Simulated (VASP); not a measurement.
Write the native input for VASP 6.6.1 that does the following.

- Task: single point
- Functional: BLYP
- Potentials or basis: VASP PAW PBE potentials, release 64 (Fe)
- Cutoff: 520 eV
- k mesh: 13 × 13 × 13
- Occupations: fermi-dirac, width 0.05 eV
- Spin: collinear spin, ferromagnetic start
- Starting moments: [3.0] μB
- Dipole correction: no
- Further INCAR settings: ALGO = Normal; EDIFF = 1e-06; NBANDS = 14

The structure of Fe lies in POSCAR:

```
Fe
1.0
   -1.4340843124      1.4340843124      1.4340843124
    1.4340843124     -1.4340843124      1.4340843124
    1.4340843124      1.4340843124     -1.4340843124
Fe
1
Direct
    0.0000000000      0.0000000000      0.0000000000
```

One way to write it, as run:

INCAR

```
PREC     = Accurate       # precision mode
ENCUT    = 520            # plane-wave cutoff, eV
EDIFF    = 1E-6           # SCF threshold, eV
ISMEAR   = -1             # smearing method
SIGMA    = 0.05           # smearing width, eV
LREAL    = False          # projectors in reciprocal space
LASPH    = True           # aspherical terms in the spheres
NELM     = 150            # most SCF steps
ALGO     = Normal         # electronic algorithm
ISIF     = 2              # what is computed and relaxed
LWAVE    = False          # write WAVECAR
LCHARG   = True           # write CHGCAR
ISPIN    = 2              # spin polarisation
MAGMOM   = 3              # initial moments
LORBIT   = 11             # projections on sites
LMAXMIX  = 4              # l up to which the mixer works
GGA      = B5             # functional
ALDAX    = 1.0          
AGGAX    = 1.0          
AGGAC    = 1.0          
ALDAC    = 0.0          
LELF     = True           # ELF
LVHAR    = True         
NBANDS   = 14             # bands
```

KPOINTS

```
regular mesh
0
Gamma
  13 13 13
```

Potentials or basis: VASP PAW PBE potentials, release 64 (Fe).

Command:

```bash
$ cat potpaw_PBE.64/Fe/POTCAR > POTCAR
$ mpirun -np 1 vasp_std > vasp.out
```

It gave:

```json
{"Pressure": "0.6 GPa", "Net moment": "2.17 μB per cell", "Site moments": "Fe +2.17 μB", "Valence electrons inside the program's atomic spheres": "Fe 7.24"}
```

Caveat: the PAW data sets were made with another functional, which shifts forces and pressure a little.

Run time: 21 s on 1 thread of Intel(R) Xeon(R) Platinum 8488C (Sapphire Rapids), on a shared host, peak memory 0.13 GiB.
